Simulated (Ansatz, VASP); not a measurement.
Given: the input of a run of Ansatz 0.2.0 on BP.

File input.yaml:

```yaml
crystal:
  lattice:
    - [0.0, 2.269, 2.269]
    - [2.269, 0.0, 2.269]
    - [2.269, 2.269, 0.0]
  atoms:
    - { symbol: P, position: [0.75, 0.75, 0.75] }
    - { symbol: B, position: [0.0, 0.0, 0.0] }
hamiltonian:
  xc: revpbe
  pseudopotentials: { kind: paw }
  dispersion: d4
kpoints:
  mp_grid: { grid: [10, 10, 10] }
scf:
  occupations: { method: fermi_dirac, width: 0.05 }
output:
  forces: true
  stress: true
relax:
  f_tol: 0.01
  max_steps: 40
  cell: { stress_tol: 0.05 }
```

Potentials or basis: Ansatz PAW.

Launch:

```console
$ ansatz run input.yaml --threads 2 --pin off --max-ram 5632MiB --backend cpu --events-out ev --progress --plain --runs-dir out
```

**Question.** Set up the same calculation for VASP 6.6.1. Potentials there: VASP PAW PBE potentials, release 64 (P, B).

**Answer.** As run (the cutoff follows the program's own potentials):

INCAR

```
PREC     = Accurate       # precision mode
ENCUT    = 600            # plane-wave cutoff, eV
EDIFF    = 1E-6           # SCF threshold, eV
ISMEAR   = -1             # smearing method
SIGMA    = 0.05           # smearing width, eV
LREAL    = False          # projectors in reciprocal space
LASPH    = True           # aspherical terms in the spheres
NELM     = 60             # most SCF steps
ALGO     = Normal         # electronic algorithm
ISIF     = 3              # what is computed and relaxed
LWAVE    = False          # write WAVECAR
LCHARG   = False          # write CHGCAR
GGA      = RE             # functional
IVDW     = 13             # dispersion correction
IBRION   = 2              # ionic algorithm
NSW      = 60             # ionic steps
EDIFFG   = -0.01          # ionic threshold
```

KPOINTS

```
regular mesh
0
Gamma
  10 10 10
```

POSCAR

```
BP
1.0
    0.0000000000      2.2690000000      2.2690000000
    2.2690000000      0.0000000000      2.2690000000
    2.2690000000      2.2690000000      0.0000000000
P B
1 1
Direct
    0.7500000000      0.7500000000      0.7500000000
    0.0000000000      0.0000000000      0.0000000000
```

Potentials or basis: VASP PAW PBE potentials, release 64 (P, B).

Command:

```console
$ cat potpaw_PBE.64/P/POTCAR potpaw_PBE.64/B/POTCAR > POTCAR
$ mpirun -np 1 vasp_std > vasp.out
```

Both were run:

|  | VASP | Ansatz | Ansatz less VASP |
| --- | --- | --- | --- |
| relaxed volume (Å³/atom) | 11.13 | 11.17 | +0.031 |
| relaxed cell length with the largest relative difference (Å) | 3.158 | 3.161 | +0.0029 |

VASP's potentials were made for PBE, not for revPBE.

Noted on Ansatz's run: the plane-wave basis is chosen anew once the cell has moved, so the energies of steps on either side of that aren't comparable.
